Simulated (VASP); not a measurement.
# CdSe (R3m) in VASP: a series of runs

Runs on CdSe. Level: PBE. Tasks: single point.

All numbers are computed with VASP 6.6.1; they aren't measurements. Logs are shortened: lines on timing, memory, paths and dates and some standing lists are left out, and cuts for length are marked.

## Step 1: The cell of the first run

Symmetry: R3m, No. 160, trigonal system. The conventional cell has a = 4.283 Å, b = 4.283 Å, c = 11.835 Å, α = 90.00°, β = 90.00°, γ = 120.00°. Cd (site symmetry 3m) has 4 Se at 2.66 to 2.96 Å within 3.5 Å. Se (site symmetry 3m) has 4 Cd at 2.66 to 2.96 Å within 3.5 Å.

## Step 2: Single point, PBE

Input file INCAR:

```
SYSTEM = CdSe
PREC = Accurate
ENCUT = 520
EDIFF = 1E-6
ISMEAR = 0
SIGMA = 0.05
LREAL = .FALSE.
LASPH = .TRUE.
NELM = 60
ALGO = Normal
ISIF = 2
LWAVE = .FALSE.
LCHARG = .TRUE.
GGA = PE
LELF = .TRUE.
LVHAR = .TRUE.
NBANDS = 16
```

Input file KPOINTS:

```
regular mesh
0
G
  10 10 10
  0 0 0
```

Input file POSCAR:

```
CdSe
1.0
    0.0000000000      3.0283123951      3.0283123951
    3.0283123951      0.0000000000      3.0283123951
    3.2871321612      3.2871321612     -0.2588197660
Cd Se
1 1
Direct
    0.0000000000      0.0000000000      0.0000000000
    0.7500000000      0.7500000000      0.7500000000
```

Potentials or basis: VASP PAW PBE potentials, release 64 (Cd, Se).

Command:

```
$ cat potpaw_PBE.64/Cd/POTCAR potpaw_PBE.64/Se/POTCAR > POTCAR
$ mpirun -np 1 vasp_std > vasp.out
```

OUTCAR:

```text
SYSTEM = CdSe
   PREC = Accurate
   ENCUT = 520
   EDIFF = 1E-6
   ISMEAR = 0
   LREAL = .FALSE.
   LASPH = .TRUE.
   NELM = 60
   ISIF = 2
   GGA = PE

 ion  position               nearest neighbor table
   1  0.000  0.000  0.000-   2 2.66   2 2.66   2 2.66   2 2.96
   2  0.750  0.750  0.750-   1 2.66   1 2.66   1 2.66   1 2.96

  LATTYP: Found a trigonal (rhomboedric) cell.
 ALAT       =     4.6559062878
 COS(alpha) =     0.5769488427

  Lattice vectors:

 A1 = (   3.2871321612,   0.2588197661,  -3.2871321611)
 A2 = (   0.2588197661,   3.2871321612,  -3.2871321611)
 A3 = (   3.2871321612,   3.2871321612,  -0.2588197660)

Analysis of symmetry for initial positions (statically):
=====================================================================
 Subroutine PRICEL returns:
 Original cell was already a primitive cell.

 Routine SETGRP: Setting up the symmetry group for a
 trigonal (rhombohedral) supercell.

 Subroutine GETGRP returns: Found  6 space group operations
 (whereof  6 operations were pure point group operations)
 out of a pool of 12 trial point group operations.

The static configuration has the point symmetry C_3v.

Analysis of symmetry for dynamics (positions and initial velocities):
=====================================================================
 Subroutine PRICEL returns:
 Original cell was already a primitive cell.

 Routine SETGRP: Setting up the symmetry group for a
 trigonal (rhombohedral) supercell.

 Subroutine GETGRP returns: Found  6 space group operations
 (whereof  6 operations were pure point group operations)
 out of a pool of 12 trial point group operations.

The dynamic configuration has the point symmetry C_3v.

 Subroutine INISYM returns: Found  6 space group operations
 (whereof  6 operations are pure point group operations),
 and found     1 'primitive' translations

----------------------------------------------------------------------------------------

                                     Primitive cell

  volume of cell :      62.6640

  direct lattice vectors                    reciprocal lattice vectors
     0.000000000  3.028312395  3.028312395    -0.158854575  0.171362348  0.158854575
     3.028312395  0.000000000  3.028312395     0.171362348 -0.158854575  0.158854575
     3.287132161  3.287132161 -0.258819766     0.146346801  0.146346801 -0.146346801

  length of vectors
     4.282680460  4.282680460  4.655906288     0.282550183  0.282550183  0.253480096

  position of ions in fractional coordinates (direct lattice)
     0.000000000  0.000000000  0.000000000
     0.750000000  0.750000000  0.750000000

  ion indices of the primitive-cell ions
   primitive index   ion index
                 1           1
                 2           2

----------------------------------------------------------------------------------------

 KPOINTS: regular mesh

Automatic generation of k-mesh.
 Grid dimensions read from file:
 generate k-points for:   10   10   10

 Generating k-lattice:

  Cartesian coordinates                     Fractional coordinates (reciprocal lattice)
    -0.015885457  0.017136235  0.015885457     0.100000000  0.000000000 -0.000000000
     0.017136235 -0.015885457  0.015885457     0.000000000  0.100000000 -0.000000000
     0.014634680  0.014634680 -0.014634680     0.000000000  0.000000000  0.100000000

  Length of vectors
     0.028255018  0.028255018  0.025348010

  Shift w.r.t. Gamma in fractional coordinates (k-lattice)
     0.000000000  0.000000000  0.000000000

 Subroutine IBZKPT returns following result:
 ===========================================

 Found    116 irreducible k-points:

 Following reciprocal coordinates:
            Coordinates               Weight
  0.000000  0.000000  0.000000      1.000000
  0.100000  0.000000  0.000000      6.000000
  0.200000  0.000000  0.000000      6.000000
  0.300000  0.000000 -0.000000      6.000000
  0.400000  0.000000 -0.000000      6.000000
  0.500000  0.000000  0.000000      3.000000
[... 16 lines left out ...]
  0.300000  0.300000  0.000000      6.000000
  0.400000  0.300000 -0.000000     12.000000
 [... further k-points ...]
   k-points           NKPTS =    116   k-points in BZ     NKDIM =    116   number of bands    NBANDS=     16
   number of dos      NEDOS =    301   number of ions     NIONS =      2
   total plane-waves  NPLWV =  36864
   dimension x,y,z NGX =    32 NGY =   32 NGZ =   36
   dimension x,y,z NGXF=    64 NGYF=   64 NGZF=   72
   ions per type =               1   1
   NGX,Y,Z   is equivalent  to a cutoff of  12.42, 12.42, 12.85 a.u.
   NGXF,Y,Z  is equivalent  to a cutoff of  24.84, 24.84, 25.71 a.u.
 SYSTEM =  CdSe
   PREC   = accura    normal or accurate (medium, high low for compatibility)
   ISTART =      0    job   : 0-new  1-cont  2-samecut
   ICHARG =      2    charge: 1-file 2-atom 10-const
   ISPIN  =      1    spin polarized calculation?
   LNONCOLLINEAR =      F non collinear calculations
   LSORBIT =      F    spin-orbit coupling
   LASPH  =      T    aspherical Exc in radial PAW
   ENCUT  =  520.0 eV  38.22 Ry    6.18 a.u.   7.96  7.96  8.66*2*pi/ulx,y,z
   NELM   =     60;   NELMIN=  2; NELMDL= -5     # of ELM steps
   EDIFF  = 0.1E-05   stopping-criterion for ELM
   LREAL  =      F    real-space projection
   EDIFFG = 0.1E-04   stopping-criterion for IOM
   NSW    =      0    number of steps for IOM
   IBRION =     -1    ionic relax: 0-MD 1-quasi-New 2-CG
   NFREE  =      0    steps in history (QN), initial steepest desc. (CG)
   ISIF   =      2    stress and relaxation
   ISYM   =      2    0-nonsym 1-usesym 2-fastsym
   POTIM  = 0.5000    time-step for ionic-motion
   TEBEG  =    0.0;   TEEND  =   0.0 temperature during run
   PSTRESS=    0.0 pullay stress
   NELECT =      18.0000    total number of electrons
   NUPDOWN=      -1.0000    fix difference up-down
   EMIN   =  10.00;   EMAX   =-10.00  energy-range for DOS
   EFERMI =   0.00;   METHOD = LEGACY
   ISMEAR =     0;   SIGMA  =   0.05  broadening in eV -4-tet -1-fermi 0-gaus
   EFERMI_NEDOS =   21; number of points for ismear=-14 and -15
   IALGO  =     38    algorithm
   IMIX   =      4    mixing-type and parameters
     AMIX     =   0.40;   BMIX     =  1.00
     AMIX_MAG =   1.60;   BMIX_MAG =  1.00
  volume/ion in A,a.u.               =      31.33       211.44
  Fermi-wavevector in a.u.,A,eV,Ry     =   1.080172  2.041229 15.874894  1.166772
  Thomas-Fermi vector in A             =   2.216156
   LORBIT       =      0    0 simple, 1 ext, 2 COOP (PROOUT), +10 PAW based schemes
   GGA     = PE    functional components
   LHFCALC =     F    Hartree Fock is set to
   AEXX    =    0.0000 exact exchange contribution
   IVDW    =     0    specifies the selected vdW correction
   LEPSILON=     F    determine dielectric tensor
   LRPA    =     F    only Hartree local field effects (RPA)
 non-spin polarized calculation
 Gauss-broadening in eV      SIGMA  =   0.05
  energy-cutoff  :      520.00
  volume of cell :       62.66
 maximum number of plane-waves:      1704
   NGX = 15   NGY = 15   NGZ = 17

 number of electron      18.0000003 magnetization

 Free energy of the ion-electron system (eV)
  ---------------------------------------------------
  ext. energy  EPLUGINS =         0.00000000
  ---------------------------------------------------
  free energy    TOTEN  =        -5.38000463 eV

  energy without entropy =       -5.38000463  energy(sigma->0) =       -5.38000463

 E-fermi :   0.4662     XC(G=0):  -8.4000

 val. band max:        0.2795348135   @ k =   0.0000   0.0000   0.0000
 cond. band min:       0.6461717808   @ k =   0.0000   0.0000   0.0000
 fundamental gap:      0.3666369673
 Fermi energy:         0.4661780418

 k-point     1 :       0.0000    0.0000    0.0000
  band No.  band energies     occupation
      1     -11.9345      2.00000
      2      -7.5394      2.00000
      3      -7.5394      2.00000
      4      -7.4571      2.00000
      5      -7.2358      2.00000
      6      -7.2358      2.00000
[... 8 lines left out ...]
     15      11.0925      0.00000
     16      11.0925      0.00000

 k-point     2 :       0.1000    0.0000    0.0000
  band No.  band energies     occupation
      1     -11.9044      2.00000
      2      -7.5283      2.00000
      3      -7.5156      2.00000
      4      -7.4448      2.00000
      5      -7.2377      2.00000
      6      -7.2357      2.00000
[... 8 lines left out ...]
     15      10.5924      0.00000
     16      10.6362      0.00000

 k-point     3 :       0.2000    0.0000    0.0000
  band No.  band energies     occupation
      1     -11.8253      2.00000
      2      -7.5010      2.00000
      3      -7.4572      2.00000
      4      -7.3945      2.00000
      5      -7.2395      2.00000
      6      -7.2330      2.00000
[... 8 lines left out ...]
     15      10.3406      0.00000
     16      10.3761      0.00000

 k-point     4 :       0.3000    0.0000   -0.0000
  band No.  band energies     occupation
      1     -11.7271      2.00000
      2      -7.4718      2.00000
      3      -7.4223      2.00000
      4      -7.2677      2.00000
      5      -7.2238      2.00000
      6      -7.2235      2.00000
[... 8 lines left out ...]
     15       9.9929      0.00000
     16      10.7523      0.00000
[... 324 lines left out ...]
 k-point    22 :      -0.2000    0.2000    0.0000
  band No.  band energies     occupation
      1     -11.6894      2.00000
      2      -7.4587      2.00000
      3      -7.3833      2.00000
      4      -7.2845      2.00000
      5      -7.2367      2.00000
      6      -7.1639      2.00000
[... 8 lines left out ...]
     15      11.3376      0.00000
     16      12.3594      0.00000

 k-point    23 :       0.3000    0.3000    0.0000
  band No.  band energies     occupation
      1     -11.6845      2.00000
      2      -7.4310      2.00000
      3      -7.3723      2.00000
      4      -7.3356      2.00000
      5      -7.2088      2.00000
      6      -7.1847      2.00000
[... 8 lines left out ...]
     15      11.7541      0.00000
     16      12.9966      0.00000

 k-point    24 :       0.4000    0.3000   -0.0000
  band No.  band energies     occupation
      1     -11.6252      2.00000
      2      -7.4177      2.00000
      3      -7.3407      2.00000
      4      -7.3188      2.00000
      5      -7.2036      2.00000
      6      -7.0889      2.00000
[... 8 lines left out ...]
     15      11.8739      0.00000
     16      12.9556      0.00000

 [... further k-points ...]

------------------------ aborting loop because EDIFF is reached ----------------------------------------

  FORCE on cell =-STRESS in cart. coord.  units (eV):
  Direction    XX          YY          ZZ          XY          YZ          ZX
  --------------------------------------------------------------------------------------
  -------------------------------------------------------------------------------------
  Total       -0.3786226     -0.3786226     -0.3786226     -0.7961129      0.7961129      0.7961129
  in kB       -9.6805268     -9.6805268     -9.6805268    -20.3548143     20.3548143     20.3548143
  external PRESSURE =      -9.6805268 kB  Pullay stress =       0.0000000 kB

 VOLUME and BASIS-vectors are now :
 -----------------------------------------------------------------------------
  energy-cutoff  :      520.00
  volume of cell :       62.66
      direct lattice vectors                 reciprocal lattice vectors
     0.000000000  3.028312395  3.028312395    -0.158854575  0.171362348  0.158854575
     3.028312395  0.000000000  3.028312395     0.171362348 -0.158854575  0.158854575
     3.287132161  3.287132161 -0.258819766     0.146346801  0.146346801 -0.146346801

 POSITION                                       TOTAL-FORCE (eV/Angst)
 -----------------------------------------------------------------------------------
      0.00000      0.00000      0.00000         0.148558      0.148558     -0.148558
      4.73658      4.73658      4.34835        -0.148558     -0.148558      0.148558
 -----------------------------------------------------------------------------------
    total drift:                                0.000216      0.000216     -0.000214

  FREE ENERGIE OF THE ION-ELECTRON SYSTEM (eV)
  ---------------------------------------------------
  free  energy   TOTEN  =        -5.3800046298 eV

  energy  without entropy=       -5.3800046297  energy(sigma->0) =       -5.38000463
```

Run time: 34 s. Hardware: 1 thread of Intel Xeon 6975P-C (Granite Rapids), shared host; peak memory 0.26 GiB.

What came out:

- Free energy: -5.3800 eV
- Pressure: -1.0 GPa
- Largest force: 0.257 eV/Å
- Band gap on the k mesh: 0.37 eV, direct

Forces on the atoms (eV/Å):
```
Cd   0.149  0.149 -0.149
Se  -0.149 -0.149  0.149
```

Stress tensor (GPa, compression positive):
```
-0.97 -2.04  2.04
-2.04 -0.97  2.04
 2.04  2.04 -0.97
```

(Continued in part 2 of 2.)
